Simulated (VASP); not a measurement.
# B31N32 (a cell with a defect) in VASP: single point with PBEsol

Aim: the single point of B31N32 (a cell with a defect) with PBEsol.

Program: VASP 6.6.1. These are calculated values, not measurements. Logs are shortened: lines on timing, memory, paths and dates and some standing lists are left out, and cuts for length are marked.

### 1 The cell of the first run

The cell holds a defect, 63 atoms: a = 7.212 Å, b = 7.212 Å, c = 7.212 Å, α = 90.00°, β = 90.00°, γ = 90.00°.

### 2 Single point, PBEsol, collinear spin

Input file INCAR:

```
SYSTEM = B31N32
PREC = Accurate
ENCUT = 520
EDIFF = 1E-6
ISMEAR = -1
SIGMA = 0.05
LREAL = Auto
LASPH = .True.
NELM = 200
ALGO = Normal
ISIF = 2
LWAVE = .False.
LCHARG = .False.
ISPIN = 2
MAGMOM = 0 0 0 0 0 0 0 0 0 0 0 0 0 0 0 0 0 0 0 0 0 0 0 0 0 0 0 0 0 0 0 0 0 0 0 0 0 0 0.25 0 0.25 0 0 0 0 0 0 0 0 0.25 0 0 0 0 0 0 0 0 0 0.25 0 0 0
LORBIT = 11
NUPDOWN = 1.0
GGA = PS
ISYM = -1
NBANDS = 168
GGA_COMPAT = .False.
```

Input file KPOINTS:

```
explicit points
1
Reciprocal
  0.25000000   0.25000000   0.25000000 1
```

Input file POSCAR:

```
B31N32
1.0
    7.2115910000      0.0000000000      0.0000000000
    0.0000000000      7.2115910000      0.0000000000
    0.0000000000      0.0000000000      7.2115910000
B N
31 32
Direct
    0.9998080000      0.0005350000      0.9999440000
    0.9998240000      0.0002370000      0.5010910000
    0.9998180000      0.5016870000      0.9996390000
    0.9996330000      0.5005670000      0.4999720000
    0.5001270000      0.0001310000      0.9995330000
    0.4995050000      0.0006350000      0.4999430000
    0.4995070000      0.5005470000      0.0000320000
    0.2497930000      0.2507630000      0.0001400000
    0.2513140000      0.2521830000      0.5000510000
    0.2496120000      0.7504390000      0.9999540000
    0.2517900000      0.7490410000      0.5010060000
    0.7497280000      0.2504320000      0.9992840000
    0.7482970000      0.2515510000      0.5009600000
    0.7496910000      0.7504280000      0.9998890000
    0.7475900000      0.7493400000      0.5003030000
    0.2497890000      0.0007450000      0.2501670000
    0.2496180000      0.0005410000      0.7498540000
    0.2513140000      0.5006500000      0.2515890000
    0.2517870000      0.5016060000      0.7484550000
    0.7497270000      0.9998790000      0.2498300000
    0.7496940000      0.0004820000      0.7498290000
    0.7482870000      0.5015710000      0.2509560000
    0.7476000000      0.5009070000      0.7487490000
    0.0004870000      0.2507030000      0.2501060000
    0.9994320000      0.2507520000      0.7495700000
    0.9994300000      0.7501640000      0.2501700000
    0.9996500000      0.7505370000      0.7499470000
    0.4991570000      0.2504970000      0.2498800000
    0.5005610000      0.2524900000      0.7487270000
    0.5005470000      0.7493320000      0.2518880000
    0.4994880000      0.7495510000      0.7489570000
    0.1251340000      0.1257530000      0.1251510000
    0.1241880000      0.1252410000      0.6253960000
    0.1241770000      0.6259810000      0.1246480000
    0.1250700000      0.6257900000      0.6251960000
    0.6257090000      0.1238380000      0.1232540000
    0.6249000000      0.1259250000      0.6250990000
    0.6248980000      0.6256920000      0.1253340000
    0.6334260000      0.6368960000      0.6363120000
    0.3751380000      0.3758130000      0.1251890000
    0.3656750000      0.3663020000      0.6355840000
    0.3742440000      0.8767960000      0.1243070000
    0.3749230000      0.8762180000      0.6253500000
    0.8763750000      0.3746370000      0.1237780000
    0.8743490000      0.3762260000      0.6248450000
    0.8751310000      0.8754780000      0.1250870000
    0.8756630000      0.8766540000      0.6254970000
    0.3751420000      0.1257780000      0.3752190000
    0.3742460000      0.1248990000      0.8762110000
    0.3656840000      0.6361700000      0.3657140000
    0.3749220000      0.6259460000      0.8756240000
    0.8763760000      0.1243690000      0.3740430000
    0.8751290000      0.1256810000      0.8748960000
    0.8743500000      0.6254370000      0.3756330000
    0.8756580000      0.6260830000      0.8760630000
    0.1252190000      0.3761350000      0.3755370000
    0.1240250000      0.3751510000      0.8760440000
    0.1240320000      0.8766330000      0.3745570000
    0.1248200000      0.8758370000      0.8752420000
    0.6370650000      0.3613860000      0.3608010000
    0.6249340000      0.3759200000      0.8754470000
    0.6249440000      0.8760460000      0.3753370000
    0.6253190000      0.8768870000      0.8763000000
```

Potentials or basis: VASP PAW PBE potentials, release 64 (B, N).

Started as:

```
cat potpaw_PBE.64/B/POTCAR potpaw_PBE.64/N/POTCAR > POTCAR
mpirun -np 1 vasp_std > vasp.out
```

OUTCAR:

```text
SYSTEM = B31N32
   PREC = Accurate
   ENCUT = 520
   EDIFF = 1E-6
   ISMEAR = -1
   LREAL = Auto
   LASPH = .True.
   NELM = 200
   ISIF = 2
   ISPIN = 2
   LORBIT = 11
   NUPDOWN = 1.0
   GGA = PS
   ISYM = -1

 ion  position               nearest neighbor table
   1  1.000  0.001  1.000-  59 1.56  53 1.56  46 1.56  32 1.56
   2  1.000  0.000  0.501-  47 1.55  33 1.56  58 1.56  52 1.56
   3  1.000  0.502  1.000-  55 1.55  34 1.56  57 1.56  44 1.56
   4  1.000  0.501  0.500-  56 1.56  54 1.56  45 1.56  35 1.57
   5  0.500  0.000  1.000-  63 1.55  36 1.55  49 1.56  42 1.56
   6  0.500  0.001  0.500-  48 1.56  43 1.56  62 1.56  37 1.56
[... 30 lines left out ...]
  37  0.625  0.126  0.625-  13 1.55  29 1.56  21 1.56   6 1.56
  38  0.625  0.626  0.125-  22 1.55  30 1.56  14 1.56   7 1.56
  39  0.633  0.637  0.636-  31 1.50  23 1.52  15 1.52
  40  0.375  0.376  0.125-  28 1.56   7 1.56  18 1.56   8 1.56
  41  0.366  0.366  0.636-  29 1.51  19 1.51   9 1.52
  42  0.374  0.877  0.124-   5 1.56  16 1.56  10 1.56  30 1.59
  43  0.375  0.876  0.625-  17 1.56   6 1.56  11 1.56  31 1.56
  44  0.876  0.375  0.124-  24 1.56   3 1.56  12 1.56  22 1.59
  45  0.874  0.376  0.625-   4 1.56  13 1.56  25 1.56  23 1.56
  46  0.875  0.875  0.125-  20 1.56  26 1.56   1 1.56  14 1.56
  47  0.876  0.877  0.625-   2 1.55  21 1.56  27 1.56  15 1.58
  48  0.375  0.126  0.375-  28 1.56   6 1.56   9 1.56  16 1.56
  49  0.374  0.125  0.876-   5 1.56   8 1.56  17 1.56  29 1.59
  50  0.366  0.636  0.366-  30 1.51  11 1.51  18 1.52
  51  0.375  0.626  0.876-  10 1.56   7 1.56  19 1.56  31 1.56
  52  0.876  0.124  0.374-  24 1.56   2 1.56  20 1.56  13 1.59
  53  0.875  0.126  0.875-  12 1.56  25 1.56   1 1.56  21 1.56
  54  0.874  0.625  0.376-   4 1.56  22 1.56  26 1.56  15 1.56
  55  0.876  0.626  0.876-   3 1.55  14 1.56  27 1.56  23 1.58
  56  0.125  0.376  0.376-   4 1.56  18 1.56   9 1.56  24 1.56
  57  0.124  0.375  0.876-   8 1.56   3 1.56  25 1.56  19 1.59
  58  0.124  0.877  0.375-  16 1.56   2 1.56  26 1.56  11 1.59
  59  0.125  0.876  0.875-   1 1.56  17 1.56  10 1.56  27 1.56
  60  0.637  0.361  0.361-  28 1.51  13 1.51  22 1.51
  61  0.625  0.376  0.875-  12 1.56  23 1.56  29 1.56   7 1.56
  62  0.625  0.876  0.375-  20 1.56  15 1.56  30 1.56   6 1.56
  63  0.625  0.877  0.876-   5 1.55  14 1.56  21 1.56  31 1.58

IMPORTANT INFORMATION: All symmetrisations will be switched off!
NOSYMM: (Re-)initialisation of all symmetry stuff for point group C_1.

----------------------------------------------------------------------------------------

                                     Primitive cell

  volume of cell :     375.0535

  direct lattice vectors                    reciprocal lattice vectors
     7.211591000  0.000000000  0.000000000     0.138665656  0.000000000  0.000000000
     0.000000000  7.211591000  0.000000000     0.000000000  0.138665656  0.000000000
     0.000000000  0.000000000  7.211591000     0.000000000  0.000000000  0.138665656

  length of vectors
     7.211591000  7.211591000  7.211591000     0.138665656  0.138665656  0.138665656

  position of ions in fractional coordinates (direct lattice)
     0.999808000  0.000535000  0.999944000
     0.999824000  0.000237000  0.501091000
     0.999818000  0.501687000  0.999639000
     0.999633000  0.500567000  0.499972000
     0.500127000  0.000131000  0.999533000
     0.499505000  0.000635000  0.499943000
[... 55 lines left out ...]
     0.624944000  0.876046000  0.375337000
     0.625319000  0.876887000  0.876300000

  ion indices of the primitive-cell ions
   primitive index   ion index
                 1           1
                 2           2
                 3           3
                 4           4
                 5           5
                 6           6
[... 55 lines left out ...]
                62          62
                63          63

----------------------------------------------------------------------------------------

 KPOINTS: explicit points

Read explicit list of k-points.

 Found      1 k-points:

 Following reciprocal coordinates:
            Coordinates               Weight
  0.250000  0.250000  0.250000      1.000000
   k-points           NKPTS =      1   k-points in BZ     NKDIM =      1   number of bands    NBANDS=    168
   number of dos      NEDOS =    301   number of ions     NIONS =     63
   total plane-waves  NPLWV = 157464
   dimension x,y,z NGX =    54 NGY =   54 NGZ =   54
   dimension x,y,z NGXF=   108 NGYF=  108 NGZF=  108
   ions per type =              31  32
   NGX,Y,Z   is equivalent  to a cutoff of  12.45, 12.45, 12.45 a.u.
   NGXF,Y,Z  is equivalent  to a cutoff of  24.90, 24.90, 24.90 a.u.
 SYSTEM =  B31N32
   PREC   = accura    normal or accurate (medium, high low for compatibility)
   ISTART =      0    job   : 0-new  1-cont  2-samecut
   ICHARG =      2    charge: 1-file 2-atom 10-const
   ISPIN  =      2    spin polarized calculation?
   LNONCOLLINEAR =      F non collinear calculations
   LSORBIT =      F    spin-orbit coupling
   LASPH  =      T    aspherical Exc in radial PAW
   ENCUT  =  520.0 eV  38.22 Ry    6.18 a.u.  13.41 13.41 13.41*2*pi/ulx,y,z
   NELM   =    200;   NELMIN=  2; NELMDL= -5     # of ELM steps
   EDIFF  = 0.1E-05   stopping-criterion for ELM
   LREAL  =      T    real-space projection
   EDIFFG = 0.1E-04   stopping-criterion for IOM
   NSW    =      0    number of steps for IOM
   IBRION =     -1    ionic relax: 0-MD 1-quasi-New 2-CG
   NFREE  =      0    steps in history (QN), initial steepest desc. (CG)
   ISIF   =      2    stress and relaxation
   ISYM   =     -1    0-nonsym 1-usesym 2-fastsym
   POTIM  = 0.5000    time-step for ionic-motion
   TEBEG  =    0.0;   TEEND  =   0.0 temperature during run
   PSTRESS=    0.0 pullay stress
   NELECT =     253.0000    total number of electrons
   NUPDOWN=       1.0000    fix difference up-down
   EMIN   =  10.00;   EMAX   =-10.00  energy-range for DOS
   EFERMI =   0.00;   METHOD = LEGACY
   ISMEAR =    -1;   SIGMA  =   0.05  broadening in eV -4-tet -1-fermi 0-gaus
   EFERMI_NEDOS =   21; number of points for ismear=-14 and -15
   IALGO  =     38    algorithm
   IMIX   =      4    mixing-type and parameters
     AMIX     =   0.40;   BMIX     =  1.00
     AMIX_MAG =   1.60;   BMIX_MAG =  1.00
  volume/ion in A,a.u.               =       5.95        40.17
  Fermi-wavevector in a.u.,A,eV,Ry     =   1.435767  2.713206 28.047409  2.061426
  Thomas-Fermi vector in A             =   2.555029
   LORBIT       =     11    0 simple, 1 ext, 2 COOP (PROOUT), +10 PAW based schemes
   GGA     = PS    functional components
   LHFCALC =     F    Hartree Fock is set to
   AEXX    =    0.0000 exact exchange contribution
   IVDW    =     0    specifies the selected vdW correction
   LEPSILON=     F    determine dielectric tensor
   LRPA    =     F    only Hartree local field effects (RPA)
 spin polarized calculation
  energy-cutoff  :      520.00
  volume of cell :      375.05
 maximum number of plane-waves:     10107
 NGX is ok and might be reduce to    54
   NGX = 27   NGY = 27   NGZ = 27

 number of electron     253.0000079 magnetization       1.0000002

 Free energy of the ion-electron system (eV)
  ---------------------------------------------------
  ext. energy  EPLUGINS =         0.00000000
  ---------------------------------------------------
  free energy    TOTEN  =      -571.57089742 eV

  energy without entropy =     -571.51702587  energy(sigma->0) =     -571.54396165

 E-fermi :   7.5952     XC(G=0): -12.9638

 val. band max:        7.5385324710   @ k =   0.2500   0.2500   0.2500
 cond. band min:       7.7001482030   @ k =   0.2500   0.2500   0.2500
 fundamental gap:      0.1616157321
 Fermi energy:         7.6193746140

 spin component 1

 k-point     1 :       0.2500    0.2500    0.2500
  band No.  band energies     occupation
      1     -12.7411      1.00000
      2     -11.8108      1.00000
      3     -11.7982      1.00000
      4     -11.5955      1.00000
      5     -10.8625      1.00000
      6     -10.8475      1.00000
[... 130 lines left out ...]
    137      15.4523      0.00000
    138      15.5333      0.00000
 Fermi energy:         7.5951674926

 spin component 2

 k-point     1 :       0.2500    0.2500    0.2500
  band No.  band energies     occupation
      1     -12.7199      1.00000
      2     -11.7861      1.00000
      3     -11.7669      1.00000
      4     -11.5812      1.00000
      5     -10.8354      1.00000
      6     -10.8188      1.00000
[... 130 lines left out ...]
    137      15.4659      0.00000
    138      15.5439      0.00000
 [bands above 138 left out]

------------------------ aborting loop because EDIFF is reached ----------------------------------------

  FORCE on cell =-STRESS in cart. coord.  units (eV):
  Direction    XX          YY          ZZ          XY          YZ          ZX
  --------------------------------------------------------------------------------------
  -------------------------------------------------------------------------------------
  Total        2.6741142      4.7945192      4.7898979     -0.6451650     -0.3100150     -0.6370435
  in kB       11.4234497     20.4815293     20.4617878     -2.7560565     -1.3243418     -2.7213628
  external PRESSURE =      17.4555889 kB  Pullay stress =       0.0000000 kB

 VOLUME and BASIS-vectors are now :
 -----------------------------------------------------------------------------
  energy-cutoff  :      520.00
  volume of cell :      375.05
      direct lattice vectors                 reciprocal lattice vectors
     7.211591000  0.000000000  0.000000000     0.138665656  0.000000000  0.000000000
     0.000000000  7.211591000  0.000000000     0.000000000  0.138665656  0.000000000
     0.000000000  0.000000000  7.211591000     0.000000000  0.000000000  0.138665656

 POSITION                                       TOTAL-FORCE (eV/Angst)
 -----------------------------------------------------------------------------------
      7.21021      0.00386      7.21119        -0.029275     -0.001715     -0.002066
      7.21032      0.00171      3.61366        -0.058662     -0.012409      0.097654
      7.21028      3.61796      7.20899        -0.058147      0.097049     -0.010358
      7.20894      3.60988      3.60559        -0.086767      0.009112      0.010959
      3.60671      0.00094      7.20822         0.113345     -0.034965     -0.034619
      3.60223      0.00458      3.60538         0.034881     -0.029735      0.012932
[... 55 lines left out ...]
      4.50684      6.31769      2.70678        -0.025958      0.037610     -0.046962
      4.50954      6.32375      6.31952        -0.075411      0.111642      0.110175
 -----------------------------------------------------------------------------------
    total drift:                                0.000766     -0.010788     -0.002692

  FREE ENERGIE OF THE ION-ELECTRON SYSTEM (eV)
  ---------------------------------------------------
  free  energy   TOTEN  =      -571.5708974178 eV

  energy  without entropy=     -571.5170258748  energy(sigma->0) =     -571.54396165

 total charge

# of ion       s       p       d       tot
------------------------------------------
    1        0.678   1.371   0.000   2.049
    2        0.683   1.383   0.000   2.065
    3        0.683   1.383   0.000   2.065
    4        0.677   1.372   0.000   2.049
    5        0.684   1.389   0.000   2.073
    6        0.678   1.372   0.000   2.050
[... 55 lines left out ...]
   62        1.209   2.761   0.000   3.969
   63        1.211   2.755   0.000   3.965
--------------------------------------------------
tot         59.911 130.354   0.000 190.265

 magnetization (x)

# of ion       s       p       d       tot
------------------------------------------
    1       -0.000  -0.000   0.000  -0.000
    2        0.001   0.003   0.000   0.004
    3        0.001   0.003   0.000   0.004
    4       -0.000  -0.000   0.000  -0.000
    5       -0.002   0.004   0.000   0.003
    6       -0.000  -0.000   0.000  -0.001
[... 55 lines left out ...]
   62       -0.000   0.004   0.000   0.003
   63       -0.001   0.005   0.000   0.004
--------------------------------------------------
tot          0.023   0.747   0.000   0.770
```

It took 5.2 min on 1 thread of AMD EPYC 9R45 (Zen 5), shared host; peak memory 0.53 GiB.

What came out:

```
Free energy                                           : -571.5709 eV
Pressure                                              : 1.7 GPa
Largest force                                         : 0.481 eV/Å
Net moment                                            : 1.00 μB per cell
Site moments                                          : B -0.00, +0.00, -0.01, +0.01 (each value once); N +0.01, +0.03, -0.01, +0.00, -0.07, +0.38, +0.05, -0.00, +0.04, -0.15 (each value once) μB
Valence electrons inside the program's atomic spheres : B 2.05, 2.06, 2.07, 2.08 (each value once); N 3.97, 3.96, 3.91, 3.87, 3.95 (each value once)
```

Forces on the atoms (eV/Å):
```
B   -0.029 -0.002 -0.002
B   -0.059 -0.012  0.098
B   -0.058  0.097 -0.010
B   -0.087  0.009  0.011
B    0.113 -0.035 -0.035
B    0.035 -0.030  0.013
B    0.034  0.009 -0.027
B    0.012  0.008  0.017
B   -0.006  0.005 -0.063
B    0.014 -0.017 -0.018
B    0.004  0.017  0.228
B   -0.042  0.006  0.002
B   -0.089  0.159 -0.031
B   -0.031  0.010 -0.079
B   -0.193 -0.241  0.369
B    0.013  0.017  0.007
B    0.013 -0.016 -0.019
B   -0.006 -0.063  0.005
B    0.003  0.226  0.015
B   -0.040  0.002  0.008
B   -0.031 -0.079  0.012
B   -0.087 -0.036  0.160
B   -0.195  0.364 -0.241
B   -0.030  0.032  0.031
B   -0.064  0.039 -0.039
B   -0.063 -0.039  0.036
B   -0.099 -0.015 -0.016
B    0.075  0.065  0.070
B    0.107 -0.008  0.029
B    0.110  0.027 -0.005
B    0.280 -0.146 -0.146
N    0.006 -0.014 -0.011
N    0.024  0.003  0.030
N    0.026  0.032  0.004
N    0.045 -0.018 -0.017
N   -0.001  0.015  0.013
N   -0.012 -0.005 -0.012
N   -0.012 -0.011 -0.005
N    0.219 -0.183 -0.186
N   -0.024  0.002 -0.011
N   -0.203 -0.313 -0.026
N   -0.049 -0.019  0.015
N   -0.065  0.035 -0.017
N    0.092 -0.050 -0.063
N    0.096 -0.083  0.012
N    0.033  0.017  0.007
N    0.187  0.147 -0.067
N   -0.026 -0.008 -0.001
N   -0.049  0.016 -0.021
N   -0.203 -0.025 -0.314
N   -0.066 -0.018  0.036
N    0.094 -0.063 -0.051
N    0.033  0.006  0.015
N    0.095  0.013 -0.083
N    0.188 -0.065  0.148
N    0.039 -0.004 -0.003
N    0.063 -0.089 -0.045
N    0.061 -0.044 -0.088
N    0.021  0.006  0.007
N   -0.089  0.259  0.255
N   -0.023 -0.043  0.039
N   -0.026  0.038 -0.047
N   -0.075  0.112  0.110
```

Stress tensor (GPa, compression positive):
```
 1.14 -0.28 -0.27
-0.28  2.05 -0.13
-0.27 -0.13  2.05
```

Caveat: the PAW data sets were made with another functional, which shifts forces and pressure a little; the total moment is fixed, so each spin has its own Fermi level.
